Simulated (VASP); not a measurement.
Wanted: the native input for a VASP 6.6.1 run.

* Task: single point
* Functional: PBE
* Dispersion: D3(BJ)
* Potentials or basis: VASP PAW PBE potentials, release 64 (I, Mg)
* Cutoff: 520 eV
* k mesh: 9 × 9 × 1
* Occupations: gaussian, width 0.05 eV
* Spin: no spin polarisation
* Dipole correction: yes
* Further INCAR settings: ALGO = Normal; EDIFF = 1e-06; NBANDS = 25

The structure of MgI2 lies in POSCAR:

```
MgI2
1.0
    4.1311064662      0.0000000000      0.0000000000
   -2.0655532331      3.5776431455      0.0000000000
    0.0000000000      0.0000000000     24.2265088138
I Mg
4 2
Direct
    0.3333333333      0.6666666667      0.1857469450
    0.6666666667      0.3333333333      0.3245723297
    1.0000000000      1.0000000000      0.4826636185
    0.6666666667      1.3333333333      0.6214890032
    0.0000000000      0.0000000000      0.2551596374
    1.3333333333      1.6666666667      0.5520763108
```

One way to write it, as run:

INCAR

```
  ALGO = Normal
  DIPOL = 0.5 0.5 0.404
  EDIFF = 1E-6
  ENCUT = 520
  GGA = PE
  IDIPOL = 3
  ISIF = 2
  ISMEAR = 0
  IVDW = 12
  LASPH = True
  LCHARG = False
  LDIPOL = True
  LREAL = False
  LWAVE = False
  NBANDS = 25
  NELM = 100
  PREC = Accurate
  SIGMA = 0.05
```

KPOINTS

```
k-points
0
Gamma
  9 9 1
```

Potentials or basis: VASP PAW PBE potentials, release 64 (I, Mg).

Launch:

```sh
$ cat potpaw_PBE.64/I/POTCAR potpaw_PBE.64/Mg/POTCAR > POTCAR
$ mpirun -np 1 vasp_std > vasp.out
```

Results of the run:

```json
{
  "Largest force": "0.036 eV/Å",
  "Band gap on the k mesh": "3.61 eV, indirect (least direct gap 3.93 eV)",
  "Dispersion energy per atom": "-0.266 eV"
}
```

Caveat: spin-orbit coupling is left out, which moves the levels of the heavy elements.

Wall time 2.5 min on 1 thread of Intel(R) Xeon(R) Platinum 8259CL CPU @ 2.50GHz (Skylake/Cascade Lake) (shared host), peak memory 0.48 GiB.
